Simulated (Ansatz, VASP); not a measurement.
## InSb in VASP and in Ansatz

File INCAR:

```
PREC = Accurate
ENCUT = 520
EDIFF = 1E-6
ISMEAR = 0
SIGMA = 0.15
LREAL = F
LASPH = T
NELM = 60
ALGO = Normal
ISIF = 2
LWAVE = F
LCHARG = F
GGA = PE
NBANDS = 16
```

KPOINTS

```
Automatic mesh
0
Gamma
  14 14 14
```

Contents of POSCAR:

```
InSb
1.0
    0.0000000000      3.1378110956      3.4515922051
    3.1378110956      0.0000000000      3.4515922051
    3.1378110956      3.1378110956      0.0000000000
In Sb
1 1
Direct
    0.0000000000      0.0000000000      0.0000000000
    0.7500000000      0.7500000000      0.7500000000
```

Input for Ansatz:

```yaml
crystal:
  lattice:
    - [0.0, 3.1378110956, 3.4515922051]
    - [3.1378110956, 0.0, 3.4515922051]
    - [3.1378110956, 3.1378110956, 0.0]
  atoms:
    - { symbol: In, position: [0.0, 0.0, 0.0] }
    - { symbol: Sb, position: [0.75, 0.75, 0.75] }
basis:
  ecutwfc: 420
kpoints:
  mp_grid: { grid: [14, 14, 14] }
hamiltonian:
  xc: pbe
scf:
  occupations: { method: gaussian, width: 0.15 }
output:
  forces: true
  stress: true
  eigenvalues: true
```

Alike in both runs: task single point; functional PBE; k mesh 14 × 14 × 14; occupations gaussian, width 0.15 eV; no spin polarisation.

|  | VASP | Ansatz |
| --- | --- | --- |
| version | VASP 6.6.1 | Ansatz 0.2.0 |
| potentials or method | VASP PAW PBE potentials, release 64 (In_d, Sb), cutoff 520 eV | scalar-relativistic, plane waves, PAW |
| valence electrons in the cell | 18 | 28 |

```tsv
	VASP	Ansatz	Ansatz less VASP
gap on the k mesh at the Fermi level (eV)	none	none	-
pressure (GPa)	3.0	3.0	+0.03
traceless stress, the component that is largest in VASP (GPa)	-1.97	-1.97	+0.003
```

A gap of «none» marks a metal or a gap that the smearing closes. The functional is the same, so the differences come from potentials, cutoffs and numerics. VASP's potentials hold 18 valence electrons a cell and Ansatz's 28, so a difference there can come from the potentials and not from the codes.

Spin-orbit coupling is off throughout.
